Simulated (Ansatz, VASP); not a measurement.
ZrS in VASP and in Ansatz

INCAR

```
SYSTEM = ZrS
PREC = Accurate
ENCUT = 520
EDIFF = 1E-6
ISMEAR = 0
SIGMA = 0.15
LREAL = .False.
LASPH = .True.
NELM = 100
ALGO = Normal
ISIF = 2
LWAVE = .False.
LCHARG = .True.
LELF = .True.
LVHAR = .True.
NBANDS = 16
```

The input KPOINTS:

```
Automatic mesh
0
Gamma
  16 16 16
  0 0 0
```

Contents of POSCAR:

```
ZrS
1.0
    0.0000000000      2.5671447250      2.5671447250
    2.7468448558      0.0000000000      2.5671447250
    2.7468448558      2.5671447250      0.0000000000
Zr S
1 1
Direct
   -0.0073447758      0.0073447758      0.0073447758
    0.5208987049      0.4791012951      0.4791012951
```

Input for Ansatz:

```yaml
crystal:
  lattice:
    - [0.0, 2.567144725, 2.567144725]
    - [2.7468448558, 0.0, 2.567144725]
    - [2.7468448558, 2.567144725, 0.0]
  atoms:
    - { symbol: Zr, position: [-0.0073447758, 0.0073447758, 0.0073447758] }
    - { symbol: S, position: [0.5208987049, 0.4791012951, 0.4791012951] }
basis:
  ecutwfc: 420
kpoints:
  mp_grid: { grid: [16, 16, 16] }
hamiltonian:
  xc: lda
  pseudopotentials: { kind: paw, azcp: { folder: soft_1 } }
scf:
  occupations: { method: gaussian, width: 0.15 }
output:
  forces: true
  stress: true
  eigenvalues: true
```

Change from the starting cell: mode 4 frozen in at -0.107 Å, normal strain along x +0.0700.

Alike in both runs: task single point; functional LDA; k mesh 16 × 16 × 16; occupations gaussian, width 0.15 eV; no spin polarisation.

|  | VASP | Ansatz |
| --- | --- | --- |
| version | VASP 6.6.1 | Ansatz 0.2.0 |
| potentials or method | VASP PAW LDA potentials, release 64 (Zr_sv, S), cutoff 520 eV | scalar-relativistic, plane waves, PAW |
| valence electrons in the cell | 18 | 18 |

```csv
,VASP,Ansatz,Ansatz less VASP
gap on the k mesh at the Fermi level (eV),none,none,-
pressure (GPa),-6.6,-6.8,-0.17
"traceless stress, the component that is largest in VASP (GPa)",-6.52,-6.45,+0.068
rms of the force components (eV/Å),0.104,0.101,-0.0034
```

Ansatz warns that its potentials were made for another functional, while VASP's fit it. LDA's correlation is that of Perdew and Zunger in VASP and of Perdew and Wang (1992) in Ansatz. Atom by atom the forces differ by 0.003 eV/Å (rms over components). A gap of «none» marks a metal or a gap that the smearing closes.
